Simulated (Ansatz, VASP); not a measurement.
**Two plane-wave programs on CoO**

```xyz
2
Lattice="1.5055 0.8692 2.4399 -1.5055 0.8692 2.4399 0.0000 -1.7384 2.4399" Properties=species:S:1:pos:R:3 pbc="T T T"
Co    0.0000    0.0000    0.0000
O     0.0000    0.0000    3.6599
```

Alike in both runs: task relaxation of cell and atoms; functional RPBE; dispersion D4; k mesh 11 × 11 × 11; occupations fermi-dirac, width 0.05 eV; collinear spin.

```csv
,VASP,Ansatz
version,VASP 6.6.1,Ansatz 0.2.0
potentials or method,"VASP PAW PBE potentials, release 64 (Co, O)",Ansatz PAW
plane-wave cutoff (eV),600,420
valence electrons in the cell,15,23
```

```csv
,VASP,Ansatz,Ansatz less VASP
"gap on the k mesh at the Fermi level, each at its own relaxed structure (eV)",none,none,-
net moment per atom (μB),1.43,1.45,+0.019
size of the moment on the site where the two differ most (μB),2.53,2.48,-0.054
relaxed volume (Å³/atom),9.42,9.47,+0.040
relaxed cell length with the largest relative difference (Å),2.900,2.903,+0.0039
```

VASP's potentials were made for PBE, not for RPBE. Site moments also hang on the region over which each program counts them. A gap of «none» marks a metal or a gap that the smearing closes. VASP's potentials hold 15 valence electrons a cell and Ansatz's 23, so a difference there can come from the potentials and not from the codes.

Noted on Ansatz's run: the plane-wave basis is chosen anew once the cell has moved, so the energies of steps on either side of that aren't comparable.
